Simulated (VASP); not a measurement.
Write the native input for VASP 6.6.1 that does the following.

- Task: single point
- Functional: PBE
- Dispersion: D3(BJ)
- Potentials or basis: VASP PAW PBE potentials, release 64 (Si)
- Cutoff: 520 eV
- k mesh: 2 × 2 × 2
- Occupations: gaussian, width 0.05 eV
- Spin: no spin polarisation
- Dipole correction: no
- Further INCAR settings: LREAL = Auto; ALGO = Normal; EDIFF = 1e-07; NBANDS = 48

The structure of Si (a cell with a defect) lies in POSCAR:

```
Si
1.0
    0.0000000000      5.4300000000      5.4300000000
    5.4300000000      0.0000000000      5.4300000000
    5.4300000000      5.4300000000      0.0000000000
Si
17
Direct
   -0.0001181400     -0.0003395028      0.0002604972
    0.1245924494      0.1239331492      0.1250226519
    0.0029058932      0.0025311234      0.4973193370
    0.1245882136      0.1239869245      0.6265025783
    0.0029299263      0.4965603131      0.0032542357
    0.1239332413      0.6260674954      0.1250776243
    0.0028569982      0.4966185083      0.4973914365
    0.1315127072      0.6224508287      0.6230810313
    0.4970779006      0.0023692449      0.0030911602
    0.6262044199      0.1234710866      0.1252104972
    0.4970715470      0.0023641805      0.4975313996
    0.6229353591      0.1310276243      0.6230441989
    0.4963556169      0.4960493554      0.0038209945
    0.6226939227      0.6221405157      0.1315639042
    0.5001044199      0.4996215470      0.5001329650
    0.6226254144      0.6221523020      0.6236569061
    0.7500177716      0.7493111418      0.7503604972
```

One way to write it, as run:

INCAR

```
SYSTEM = Si
ALGO = Normal
EDIFF = 1E-7
ENCUT = 520
GGA = PE
ISIF = 2
ISMEAR = 0
IVDW = 12
LASPH = .TRUE.
LCHARG = .TRUE.
LELF = .TRUE.
LREAL = Auto
LVHAR = .TRUE.
LWAVE = .FALSE.
NBANDS = 48
NELM = 60
PREC = Accurate
SIGMA = 0.05
```

KPOINTS

```
k-points
0
G
  2 2 2
  0 0 0
```

Potentials or basis: VASP PAW PBE potentials, release 64 (Si).

The run is started by

```console
$ cat potpaw_PBE.64/Si/POTCAR > POTCAR
$ mpirun -np 1 vasp_std > vasp.out
```

It gave:

The pressure is 2.4 GPa, the largest force is 0.022 eV/Å and the band gap on the k mesh is zero (band 34 reaches 6.93 eV, above the bottom of band 35 at 6.67 eV). The dispersion energy per atom is -0.332 eV.

Caveat: the k points lie up to 0.50 Å⁻¹ apart.

It took 4 min on 1 thread of AMD EPYC 7R43 64-Core Processor (Zen 3), on a shared host, peak memory 0.43 GiB.
